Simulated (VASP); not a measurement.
# TlBr (Pm-3m) in VASP: a series of runs

TlBr is run at these levels: LDA, PBEsol, PBE; tasks: single point.

Program: VASP 6.6.1. These are calculated values, not measurements. Logs are shortened: lines on timing, memory, paths and dates and some standing lists are left out, and cuts for length are marked.

## Step 1: The cell of the first run

It takes space group Pm-3m (No. 221, cubic). Conventional cell: a = 3.970 Å, b = 3.970 Å, c = 3.970 Å, α = 90.00°, β = 90.00°, γ = 90.00°. Within 4.5 Å of Tl (site symmetry m-3m) lie 8 Br at 3.44 Å and 6 Tl at 3.97 Å. Within 4.5 Å of Br (site symmetry m-3m) lie 8 Tl at 3.44 Å and 6 Br at 3.97 Å.

## Step 2: Single point, LDA

INCAR reads:

```
SYSTEM = TlBr
PREC = Accurate ; ENCUT = 500
EDIFF = 1E-6 ; ISMEAR = -1
SIGMA = 0.03 ; LREAL = .FALSE.
LASPH = .TRUE. ; NELM = 120
ALGO = Normal ; ISIF = 2
LWAVE = .FALSE. ; LCHARG = .FALSE.
NBANDS = 17 ; GGA_COMPAT = .FALSE.
```

KPOINTS reads:

```
regular mesh
0
G
  8 8 8
  0 0 0
```

POSCAR reads:

```
TlBr
1.0
    3.9700000000      0.0000000000      0.0000000000
    0.0000000000      3.9700000000      0.0000000000
    0.0000000000      0.0000000000      3.9700000000
Tl Br
1 1
Direct
    0.0000000000      0.0000000000      0.0000000000
    0.5000000000      0.5000000000      0.5000000000
```

Potentials or basis: VASP PAW LDA potentials, release 64 (Tl_d, Br).

Launch:

```
> cat potpaw_LDA.64/Tl_d/POTCAR potpaw_LDA.64/Br/POTCAR > POTCAR
> mpirun -np 1 vasp_std > vasp.out
```

OUTCAR:

```text
SYSTEM = TlBr
   PREC = Accurate
   ENCUT = 500
   EDIFF = 1E-6
   ISMEAR = -1
   LREAL = .FALSE.
   LASPH = .TRUE.
   NELM = 120
   ISIF = 2

 ion  position               nearest neighbor table
   1  0.000  0.000  0.000-   2 3.44   2 3.44   2 3.44   2 3.44   2 3.44   2 3.44   2 3.44   2 3.44

   2  0.500  0.500  0.500-   1 3.44   1 3.44   1 3.44   1 3.44   1 3.44   1 3.44   1 3.44   1 3.44

  LATTYP: Found a simple cubic cell.
 ALAT       =     3.9700000000

  Lattice vectors:

 A1 = (   3.9700000000,   0.0000000000,   0.0000000000)
 A2 = (   0.0000000000,   3.9700000000,   0.0000000000)
 A3 = (   0.0000000000,   0.0000000000,   3.9700000000)

Analysis of symmetry for initial positions (statically):
=====================================================================
 Subroutine PRICEL returns:
 Original cell was already a primitive cell.

 Routine SETGRP: Setting up the symmetry group for a
 simple cubic supercell.

 Subroutine GETGRP returns: Found 48 space group operations
 (whereof 48 operations were pure point group operations)
 out of a pool of 48 trial point group operations.

The static configuration has the point symmetry O_h .

Analysis of symmetry for dynamics (positions and initial velocities):
=====================================================================
 Subroutine PRICEL returns:
 Original cell was already a primitive cell.

 Routine SETGRP: Setting up the symmetry group for a
 simple cubic supercell.

 Subroutine GETGRP returns: Found 48 space group operations
 (whereof 48 operations were pure point group operations)
 out of a pool of 48 trial point group operations.

The dynamic configuration has the point symmetry O_h .

 Subroutine INISYM returns: Found 48 space group operations
 (whereof 48 operations are pure point group operations),
 and found     1 'primitive' translations

----------------------------------------------------------------------------------------

                                     Primitive cell

  volume of cell :      62.5708

  direct lattice vectors                    reciprocal lattice vectors
     3.970000000  0.000000000  0.000000000     0.251889169  0.000000000  0.000000000
     0.000000000  3.970000000  0.000000000     0.000000000  0.251889169  0.000000000
     0.000000000  0.000000000  3.970000000     0.000000000  0.000000000  0.251889169

  length of vectors
     3.970000000  3.970000000  3.970000000     0.251889169  0.251889169  0.251889169

  position of ions in fractional coordinates (direct lattice)
     0.000000000  0.000000000  0.000000000
     0.500000000  0.500000000  0.500000000

  ion indices of the primitive-cell ions
   primitive index   ion index
                 1           1
                 2           2

----------------------------------------------------------------------------------------

 KPOINTS: regular mesh

Automatic generation of k-mesh.
 Grid dimensions read from file:
 generate k-points for:    8    8    8

 Generating k-lattice:

  Cartesian coordinates                     Fractional coordinates (reciprocal lattice)
     0.031486146  0.000000000  0.000000000     0.125000000  0.000000000  0.000000000
     0.000000000  0.031486146  0.000000000     0.000000000  0.125000000  0.000000000
     0.000000000  0.000000000  0.031486146     0.000000000  0.000000000  0.125000000

  Length of vectors
     0.031486146  0.031486146  0.031486146

  Shift w.r.t. Gamma in fractional coordinates (k-lattice)
     0.000000000  0.000000000  0.000000000

 Subroutine IBZKPT returns following result:
 ===========================================

 Found     35 irreducible k-points:

 Following reciprocal coordinates:
            Coordinates               Weight
  0.000000  0.000000  0.000000      1.000000
  0.125000  0.000000  0.000000      6.000000
  0.250000  0.000000  0.000000      6.000000
  0.375000  0.000000  0.000000      6.000000
  0.500000  0.000000  0.000000      3.000000
  0.125000  0.125000  0.000000     12.000000
[... 16 lines left out ...]
  0.375000  0.375000  0.125000     24.000000
  0.500000  0.375000  0.125000     24.000000
 [... further k-points ...]
   k-points           NKPTS =     35   k-points in BZ     NKDIM =     35   number of bands    NBANDS=     17
   number of dos      NEDOS =    301   number of ions     NIONS =      2
   total plane-waves  NPLWV =  27000
   dimension x,y,z NGX =    30 NGY =   30 NGZ =   30
   dimension x,y,z NGXF=    60 NGYF=   60 NGZF=   60
   ions per type =               1   1
   NGX,Y,Z   is equivalent  to a cutoff of  12.56, 12.56, 12.56 a.u.
   NGXF,Y,Z  is equivalent  to a cutoff of  25.13, 25.13, 25.13 a.u.
 SYSTEM =  TlBr
   PREC   = accura    normal or accurate (medium, high low for compatibility)
   ISTART =      0    job   : 0-new  1-cont  2-samecut
   ICHARG =      2    charge: 1-file 2-atom 10-const
   ISPIN  =      1    spin polarized calculation?
   LNONCOLLINEAR =      F non collinear calculations
   LSORBIT =      F    spin-orbit coupling
   LASPH  =      T    aspherical Exc in radial PAW
   ENCUT  =  500.0 eV  36.75 Ry    6.06 a.u.   7.24  7.24  7.24*2*pi/ulx,y,z
   NELM   =    120;   NELMIN=  2; NELMDL= -5     # of ELM steps
   EDIFF  = 0.1E-05   stopping-criterion for ELM
   LREAL  =      F    real-space projection
   EDIFFG = 0.1E-04   stopping-criterion for IOM
   NSW    =      0    number of steps for IOM
   IBRION =     -1    ionic relax: 0-MD 1-quasi-New 2-CG
   NFREE  =      0    steps in history (QN), initial steepest desc. (CG)
   ISIF   =      2    stress and relaxation
   ISYM   =      2    0-nonsym 1-usesym 2-fastsym
   POTIM  = 0.5000    time-step for ionic-motion
   TEBEG  =    0.0;   TEEND  =   0.0 temperature during run
   PSTRESS=    0.0 pullay stress
   NELECT =      20.0000    total number of electrons
   NUPDOWN=      -1.0000    fix difference up-down
   EMIN   =  10.00;   EMAX   =-10.00  energy-range for DOS
   EFERMI =   0.00;   METHOD = LEGACY
   ISMEAR =    -1;   SIGMA  =   0.03  broadening in eV -4-tet -1-fermi 0-gaus
   EFERMI_NEDOS =   21; number of points for ismear=-14 and -15
   IALGO  =     38    algorithm
   IMIX   =      4    mixing-type and parameters
     AMIX     =   0.40;   BMIX     =  1.00
     AMIX_MAG =   1.60;   BMIX_MAG =  1.00
  volume/ion in A,a.u.               =      31.29       211.12
  Fermi-wavevector in a.u.,A,eV,Ry     =   1.119337  2.115241 17.046958  1.252916
  Thomas-Fermi vector in A             =   2.255976
   LORBIT       =      0    0 simple, 1 ext, 2 COOP (PROOUT), +10 PAW based schemes
   GGA     = CA    functional components
   LHFCALC =     F    Hartree Fock is set to
   AEXX    =    0.0000 exact exchange contribution
   IVDW    =     0    specifies the selected vdW correction
   LEPSILON=     F    determine dielectric tensor
   LRPA    =     F    only Hartree local field effects (RPA)
 non-spin polarized calculation
  energy-cutoff  :      500.00
  volume of cell :       62.57
 maximum number of plane-waves:      1622
 NGX is ok and might be reduce to    30
   NGX = 15   NGY = 15   NGZ = 15

 number of electron      20.0000004 magnetization

 Free energy of the ion-electron system (eV)
  ---------------------------------------------------
  ext. energy  EPLUGINS =         0.00000000
  ---------------------------------------------------
  free energy    TOTEN  =        -6.50596981 eV

  energy without entropy =       -6.50596981  energy(sigma->0) =       -6.50596981

 E-fermi :   2.9169     XC(G=0):  -9.4161

 val. band max:        2.2933240699   @ k =   0.5000   0.0000   0.0000
 cond. band min:       3.9218538963   @ k =   0.5000   0.0000   0.0000
 fundamental gap:      1.6285298264
 Fermi energy:         2.9169490773

 k-point     1 :       0.0000    0.0000    0.0000
  band No.  band energies     occupation
      1     -11.5001      2.00000
      2      -7.8076      2.00000
      3      -7.8076      2.00000
      4      -7.6246      2.00000
      5      -7.6246      2.00000
      6      -7.6246      2.00000
[... 9 lines left out ...]
     16      13.3624      0.00000
     17      15.6999      0.00000

 k-point     2 :       0.1250    0.0000    0.0000
  band No.  band energies     occupation
      1     -11.4658      2.00000
      2      -7.8059      2.00000
      3      -7.7872      2.00000
      4      -7.6342      2.00000
      5      -7.6342      2.00000
      6      -7.6238      2.00000
[... 9 lines left out ...]
     16      14.2495      0.00000
     17      15.3920      0.00000

 k-point     3 :       0.2500    0.0000    0.0000
  band No.  band energies     occupation
      1     -11.3803      2.00000
      2      -7.8020      2.00000
      3      -7.7391      2.00000
      4      -7.6571      2.00000
      5      -7.6571      2.00000
      6      -7.6218      2.00000
[... 9 lines left out ...]
     16      14.1673      0.00000
     17      15.4064      0.00000

 k-point     4 :       0.3750    0.0000    0.0000
  band No.  band energies     occupation
      1     -11.2904      2.00000
      2      -7.7980      2.00000
      3      -7.6931      2.00000
      4      -7.6797      2.00000
      5      -7.6797      2.00000
      6      -7.6198      2.00000
[... 9 lines left out ...]
     16      13.6995      0.00000
     17      15.7696      0.00000

 k-point     5 :       0.5000    0.0000    0.0000
  band No.  band energies     occupation
      1     -11.2519      2.00000
      2      -7.7964      2.00000
      3      -7.6890      2.00000
      4      -7.6890      2.00000
      5      -7.6748      2.00000
      6      -7.6189      2.00000
[... 9 lines left out ...]
     16      15.3516      0.00000
     17      15.7825      0.00000

 k-point     6 :       0.1250    0.1250    0.0000
  band No.  band energies     occupation
      1     -11.4337      2.00000
      2      -7.7952      2.00000
      3      -7.7755      2.00000
      4      -7.6417      2.00000
      5      -7.6348      2.00000
      6      -7.6314      2.00000
[... 9 lines left out ...]
     16      13.8962      0.00000
     17      14.6513      0.00000

 k-point     7 :       0.2500    0.1250    0.0000
  band No.  band energies     occupation
      1     -11.3539      2.00000
      2      -7.7879      2.00000
      3      -7.7296      2.00000
      4      -7.6590      2.00000
      5      -7.6555      2.00000
      6      -7.6302      2.00000
[... 9 lines left out ...]
     16      13.6570      0.00000
     17      14.3146      0.00000

 k-point     8 :       0.3750    0.1250    0.0000
  band No.  band energies     occupation
      1     -11.2706      2.00000
      2      -7.7833      2.00000
      3      -7.6833      2.00000
      4      -7.6773      2.00000
      5      -7.6746      2.00000
      6      -7.6276      2.00000
[... 9 lines left out ...]
     16      14.0468      0.00000
     17      14.5002      0.00000
[... 203 lines left out ...]
      1     -11.2166      2.00000
      2      -7.7644      2.00000
      3      -7.7003      2.00000
      4      -7.6638      2.00000
      5      -7.6557      2.00000
      6      -7.6346      2.00000
[... 9 lines left out ...]
     16      13.8460      0.00000
     17      13.9815      0.00000

 k-point    20 :       0.2500    0.2500    0.1250
  band No.  band energies     occupation
      1     -11.2649      2.00000
      2      -7.7447      2.00000
      3      -7.6930      2.00000
      4      -7.6762      2.00000
      5      -7.6590      2.00000
      6      -7.6428      2.00000
[... 9 lines left out ...]
     16      13.7885      0.00000
     17      14.5922      0.00000

 k-point    21 :       0.3750    0.2500    0.1250
  band No.  band energies     occupation
      1     -11.1996      2.00000
      2      -7.7351      2.00000
      3      -7.6946      2.00000
      4      -7.6631      2.00000
      5      -7.6446      2.00000
      6      -7.6440      2.00000
[... 9 lines left out ...]
     16      13.4448      0.00000
     17      14.4831      0.00000

 k-point    22 :       0.5000    0.2500    0.1250
  band No.  band energies     occupation
      1     -11.1719      2.00000
      2      -7.7320      2.00000
      3      -7.7040      2.00000
      4      -7.6572      2.00000
      5      -7.6491      2.00000
      6      -7.6247      2.00000
[... 9 lines left out ...]
     16      13.0652      0.00000
     17      15.2013      0.00000

 k-point    23 :       0.3750    0.3750    0.1250
  band No.  band energies     occupation
      1     -11.1481      2.00000
      2      -7.7176      2.00000
      3      -7.6911      2.00000
      4      -7.6783      2.00000
      5      -7.6433      2.00000
      6      -7.6036      2.00000
[... 9 lines left out ...]
     16      13.0953      0.00000
     17      14.4708      0.00000

 k-point    24 :       0.5000    0.3750    0.1250
  band No.  band energies     occupation
      1     -11.1265      2.00000
      2      -7.7121      2.00000
      3      -7.6945      2.00000
      4      -7.6772      2.00000
      5      -7.6456      2.00000
      6      -7.5842      2.00000
[... 9 lines left out ...]
     16      13.0746      0.00000
     17      14.8268      0.00000

 [... further k-points ...]
[... 5 lines left out ...]
  --------------------------------------------------------------------------------------
  -------------------------------------------------------------------------------------
  Total       -1.0072126     -1.0072126     -1.0072126     -0.0000000      0.0000000     -0.0000000
  in kB      -25.7905273    -25.7905273    -25.7905273     -0.0000000      0.0000000     -0.0000000
  external PRESSURE =     -25.7905273 kB  Pullay stress =       0.0000000 kB

 VOLUME and BASIS-vectors are now :
 -----------------------------------------------------------------------------
  energy-cutoff  :      500.00
  volume of cell :       62.57
      direct lattice vectors                 reciprocal lattice vectors
     3.970000000  0.000000000  0.000000000     0.251889169  0.000000000  0.000000000
     0.000000000  3.970000000  0.000000000     0.000000000  0.251889169  0.000000000
     0.000000000  0.000000000  3.970000000     0.000000000  0.000000000  0.251889169

 POSITION                                       TOTAL-FORCE (eV/Angst)
 -----------------------------------------------------------------------------------
      0.00000      0.00000      0.00000         0.000000      0.000000      0.000000
      1.98500      1.98500      1.98500         0.000000      0.000000      0.000000
 -----------------------------------------------------------------------------------
    total drift:                                0.000000     -0.000000     -0.000000

  FREE ENERGIE OF THE ION-ELECTRON SYSTEM (eV)
  ---------------------------------------------------
  free  energy   TOTEN  =        -6.5059698069 eV

  energy  without entropy=       -6.5059698069  energy(sigma->0) =       -6.50596981
```

Wall time 22 s (1 thread of Intel Xeon Platinum 8488C (Sapphire Rapids), shared host); peak memory 0.17 GiB.

What came out:

```
Free energy            : -6.5060 eV
Pressure               : -2.6 GPa
Band gap on the k mesh : 1.63 eV, direct
```

Caveat: spin-orbit coupling is left out, which moves the levels of the heavy elements.

## Step 3: Single point, PBEsol

INCAR reads:

```
SYSTEM = TlBr
PREC = Accurate
ENCUT = 500
EDIFF = 1E-6
ISMEAR = -1
SIGMA = 0.03
LREAL = .FALSE.
LASPH = .TRUE.
NELM = 120
ALGO = Normal
ISIF = 2
LWAVE = .FALSE.
LCHARG = .TRUE.
GGA = PS
LELF = .TRUE.
LVHAR = .TRUE.
NBANDS = 17
GGA_COMPAT = .FALSE.
```

KPOINTS reads:

```
Automatic mesh
0
G
  8 8 8
  0 0 0
```

POSCAR is that of step 2.

Potentials or basis: VASP PAW PBE potentials, release 64 (Tl_d, Br).

Launch:

```
> cat potpaw_PBE.64/Tl_d/POTCAR potpaw_PBE.64/Br/POTCAR > POTCAR
> mpirun -np 1 vasp_std > vasp.out
```

Wall time 25 s (1 thread of Intel Xeon Platinum 8488C (Sapphire Rapids), shared host); peak memory 0.19 GiB.

The run converged. Its results:

```
Free energy            : -6.0232 eV
Pressure               : -1.0 GPa
Band gap on the k mesh : 1.71 eV, direct
```

Levels at points of the mesh, in eV from the valence-band top:
| k point | band 8 | band 9 | band 10 | band 11 | band 12 | band 13 |
| --- | --- | --- | --- | --- | --- | --- |
| (0.00, 0.00, 0.00) | -1.35 | -1.35 | -1.35 | 6.85 | 6.85 | 7.20 |
| (0.50, 0.00, 0.00) | -0.83 | -0.83 | 0.00 | 1.71 | 5.69 | 5.69 |
| (0.50, 0.50, 0.00) | -3.03 | -3.03 | -0.74 | 4.81 | 4.81 | 7.36 |
| (0.50, 0.50, 0.50) | -1.98 | -1.98 | -1.98 | 2.00 | 2.00 | 2.00 |

Caveat: the PAW data sets were made with another functional, which shifts forces and pressure a little; spin-orbit coupling is left out, which moves the levels of the heavy elements.

## Step 4: Single point, PBE, non-collinear spin, zero start, spin-orbit coupling

INCAR reads:

```
ALGO     = Normal         # electronic algorithm
EDIFF    = 1E-6           # SCF threshold, eV
ENCUT    = 500            # plane-wave cutoff, eV
GGA      = PE             # functional
GGA_COMPAT= False        
ISIF     = 2              # what is computed and relaxed
ISMEAR   = -1             # smearing method
LASPH    = True           # aspherical terms in the spheres
LCHARG   = False          # write CHGCAR
LORBIT   = 11             # projections on sites
LORBMOM  = True         
LREAL    = False          # projectors in reciprocal space
LSORBIT  = True           # spin-orbit coupling
LWAVE    = False          # write WAVECAR
MAGMOM   = 0 0 0 0 0 0    # initial moments
NBANDS   = 32             # bands
NELM     = 200            # most SCF steps
PREC     = Accurate       # precision mode
SIGMA    = 0.03           # smearing width, eV
```

KPOINTS reads:

```
k-points
0
Gamma
  8 8 8
```

POSCAR is that of step 3.

Launch:

```
> cat potpaw_PBE.64/Tl_d/POTCAR potpaw_PBE.64/Br/POTCAR > POTCAR
> mpirun -np 1 vasp_ncl > vasp.out
```

Run time: 1.9 min. Hardware: 1 thread of Intel Xeon Platinum 8488C (Sapphire Rapids), shared host; peak memory 0.33 GiB.

Results (log left out):

- Free energy: -5.7442 eV
- Pressure: 1.3 GPa
- Net moment: 0.00 μB per cell
- Valence electrons inside the program's atomic spheres: Tl 11.11; Br 4.85

Moments on the atoms (μB; x, y, z):
```
Tl  0.00 0.00 0.00
Br  0.00 0.00 0.00
```

## Step 5: Overview

```csv
level,potentials or basis,spin,gap on the mesh (eV),pressure (GPa)
LDA,"VASP PAW LDA potentials, release 64 (Tl_d, Br)",off,1.63,-2.6
PBEsol,"VASP PAW PBE potentials, release 64 (Tl_d, Br)",off,1.71,-1.0
PBE,"VASP PAW PBE potentials, release 64 (Tl_d, Br)","non-collinear, zero start, SOC",-,1.3
```

Alike in all rows: task single point; cell as given; k mesh 8 × 8 × 8; cutoff (eV) 500; smearing fermi-dirac 0.03 eV.

Caveats: spin-orbit coupling is left out, which moves the levels of the heavy elements (some runs); the PAW data sets were made with another functional, which shifts forces and pressure a little (some runs).

Total energies depend on the potentials used, so only differences within one code and one set of settings carry meaning.
